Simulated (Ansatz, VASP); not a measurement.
# MgO: VASP beside Ansatz

```
Mg O
1.0
     4.16071    0.00000    0.00000
     0.00000   -4.16071    0.00000
     0.00000    0.00000   -4.16071
Mg O
4 4
Direct
  0.91163 0.08837 0.02500
  0.50000 0.50000 0.00000
  0.50000 0.00000 0.50000
  0.00000 0.50000 0.50000
  0.50000 0.00000 0.00000
  0.00000 0.50000 0.00000
  0.00000 0.00000 0.50000
  0.50000 0.50000 0.50000
```

Alike in both runs: task single point; functional LDA; k mesh 6 × 6 × 6; occupations gaussian, width 0.05 eV; no spin polarisation.

|  | VASP | Ansatz |
| --- | --- | --- |
| version | VASP 6.6.1 | Ansatz 0.2.0 |
| potentials or method | VASP PAW LDA potentials, release 64 (Mg, O), cutoff 520 eV | scalar-relativistic, plane waves, PAW |
| valence electrons in the cell | 32 | 64 |

|  | VASP | Ansatz | Ansatz less VASP |
| --- | --- | --- | --- |
| gap on the k mesh at the Fermi level (eV) | 4.93 | 4.94 | +0.002 |
| least direct gap on the mesh (eV) | 4.93 | 4.94 | +0.002 |
| pressure (GPa) | 7.7 | 9.0 | +1.34 |
| traceless stress, the component that is largest in VASP (GPa) | -8.03 | -7.65 | +0.384 |
| rms of the force components (eV/Å) | 1.713 | 1.649 | -0.0642 |

Ansatz warns that its potentials were made for another functional, while VASP's fit it. LDA's correlation is that of Perdew and Zunger in VASP and of Perdew and Wang (1992) in Ansatz. Atom by atom the forces differ by 0.068 eV/Å (rms over components). VASP's potentials hold 32 valence electrons a cell and Ansatz's 64, so a difference there can come from the potentials and not from the codes.
